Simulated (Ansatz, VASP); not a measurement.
## One calculation of Nb, two programs

Contents of INCAR:

```
SYSTEM = Nb
  ALGO = Normal
  EDIFF = 1E-6
  ENCUT = 520
  GGA = PE
  ISIF = 2
  ISMEAR = -1
  LASPH = .TRUE.
  LCHARG = .TRUE.
  LELF = .TRUE.
  LREAL = .FALSE.
  LVHAR = .TRUE.
  LWAVE = .FALSE.
  NBANDS = 26
  NELM = 100
  PREC = Accurate
  SIGMA = 0.05
```

The input KPOINTS:

```
k-points
0
G
  9 9 12
  0 0 0
```

Contents of POSCAR:

```
Nb
1.0
    4.8841573460      0.0000000000      0.0000000000
   -2.4420786730      4.2298043377      0.0000000000
    0.0000000000      0.0000000000      2.6850557581
Nb
3
Direct
    0.0000000000      0.0000000000      0.0000000000
    0.3333333333      0.6666666667      0.5000000000
    0.6666666667      0.3333333333      0.5000000000
```

Input for Ansatz:

```yaml
crystal:
  lattice:
    - [4.884157346, 0.0, 0.0]
    - [-2.442078673, 4.2298043377, 0.0]
    - [0.0, 0.0, 2.6850557581]
  atoms:
    - { symbol: Nb, position: [0.0, 0.0, 0.0] }
    - { symbol: Nb, position: [0.3333333333, 0.6666666667, 0.5] }
    - { symbol: Nb, position: [0.6666666667, 0.3333333333, 0.5] }
kpoints:
  mp_grid: { grid: [9, 9, 12] }
  band_path:
    path:
      - [0.0, 0.0, 0.0]
      - [0.5, 0.0, 0.0]
      - [0.3333333333, 0.3333333333, 0.0]
      - [0.0, 0.0, 0.0]
      - [0.0, 0.0, 0.5]
      - [0.5, 0.0, 0.5]
      - [0.3333333333, 0.3333333333, 0.5]
      - [0.0, 0.0, 0.5]
      - [0.5, 0.0, 0.5]
    npoints: 14
scf:
  occupations: { method: fermi_dirac, width: 0.05 }
hamiltonian:
  xc: pbe
  pseudopotentials: { kind: all_electron, lapw: { basis_error: 0.001 } }
output:
  forces: true
  stress: true
  eigenvalues: true
  populations: true
  dos: { projected: true, de: 0.2, e_range: [-14, 8] }
```

Alike in both runs: task single point; functional PBE; k mesh 9 × 9 × 12; occupations fermi-dirac, width 0.05 eV; no spin polarisation.

|  | VASP | Ansatz |
| --- | --- | --- |
| version | VASP 6.6.1 | Ansatz 0.2.0 |
| potentials or method | VASP PAW PBE potentials, release 64 (Nb_sv), cutoff 520 eV | all-electron LAPW, scalar-relativistic |

|  | VASP | Ansatz | Ansatz less VASP |
| --- | --- | --- | --- |
| pressure (GPa) | -0.3 | 0.0 | +0.29 |
| traceless stress, the component that is largest in VASP (GPa) | 0.05 | 0.00 | -0.046 |

Ansatz ran all-electron here, and VASP with PAW potentials.
